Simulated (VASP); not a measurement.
Input of a VASP 6.6.1 run:

File INCAR:

```
PREC = Accurate ; ENCUT = 520
EDIFF = 1E-6 ; ISMEAR = 0
SIGMA = 0.05 ; LREAL = False
LASPH = True ; NELM = 80
ALGO = Normal ; ISIF = 2
LWAVE = False ; LCHARG = True
LELF = True ; LVHAR = True
NBANDS = 31
```

KPOINTS

```
Automatic mesh
0
Gamma
  6 6 8
```

Contents of POSCAR:

```
HfO2
1.0
    4.7888991402      0.0000000000      0.0000000000
    0.0000000000      4.7888991402      0.0000000000
    0.0000000000      0.0000000000      3.1858186410
Hf O
2 4
Direct
    0.0332224633     -0.0332224633      0.0000000000
    0.5000000000      0.5000000000      0.5000000000
    0.1951075730      0.8048924270      0.5000000000
    0.3048924270      0.3048924270      0.0000000000
    0.6951075730      0.6951075730      0.0000000000
    0.8048924270      0.1951075730      0.5000000000
```

Potentials or basis: VASP PAW LDA potentials, release 64 (Hf_pv, O).

Command:

```sh
$ cat potpaw_LDA.64/Hf_pv/POTCAR potpaw_LDA.64/O/POTCAR > POTCAR
$ mpirun -np 1 vasp_std > vasp.out
```

Task: Predict the band gap on the k mesh.

Result: 3.48 eV, direct.

Task: Predict the largest force.

Result: 4.922 eV/Å.

Forces in eV/Å, atoms in the order of the input:
```
Hf  -3.480  3.480  0.000
Hf   1.944 -1.944  0.000
O    1.245 -1.245  0.000
O   -0.174  0.035  0.000
O   -0.035  0.174  0.000
O    0.501 -0.501  0.000
```

Caveat: the cell differs from its parent crystal (atom 1 (Hf) moved +0.225 Å along Cartesian [1 -1 0]); spin-orbit coupling is left out, which moves the levels of the heavy elements; forces of over 1 eV/Å act on the atoms, so gaps and moduli don't describe the material at rest. A k mesh can miss the band edges.
